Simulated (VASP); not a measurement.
# PbSe: single point with PBEsol

Crystal: PbSe.

```
Pb Se
1.0
     0.00000    3.05030    3.05030
     3.05030    0.00000    3.05030
     3.05030    3.05030    0.00000
Pb Se
1 1
Direct
  0.00000 0.00000 0.00000
  0.50000 0.50000 0.50000
```

* Program: VASP 6.6.1
* Task: single point
* Functional: PBEsol
* Potentials or basis: VASP PAW PBE potentials, release 64 (Pb_d, Se)
* Cutoff: 520 eV
* k mesh: 6 × 6 × 6
* Occupations: fermi-dirac, width 0.02 eV
* Spin: no spin polarisation
* Dipole correction: no
* Further INCAR settings: ALGO = Normal; EDIFF = 1e-06; NBANDS = 17

```
Pressure               : 0.0 GPa
Band gap on the k mesh : 0.17 eV, direct
```

Levels at points of the mesh, in eV from the valence-band top:
| k point | band 8 | band 9 | band 10 | band 11 | band 12 | band 13 |
| --- | --- | --- | --- | --- | --- | --- |
| (0.00, 0.00, 0.00) | -1.93 | -1.93 | -1.93 | 4.69 | 4.69 | 4.69 |
| (0.50, 0.00, 0.00) | -1.51 | -1.51 | 0.00 | 0.17 | 1.62 | 1.62 |
| (0.50, 0.50, 0.00) | -5.12 | -3.32 | -3.32 | 3.53 | 5.62 | 5.62 |

It took 7.7 s on 1 thread of AMD EPYC 9R45 (Zen 5), on a shared host, peak memory 0.14 GiB.

Caveat: the PAW data sets were made with another functional, which shifts forces and pressure a little; spin-orbit coupling is left out, which moves the levels of the heavy elements. A k mesh can miss the band edges.
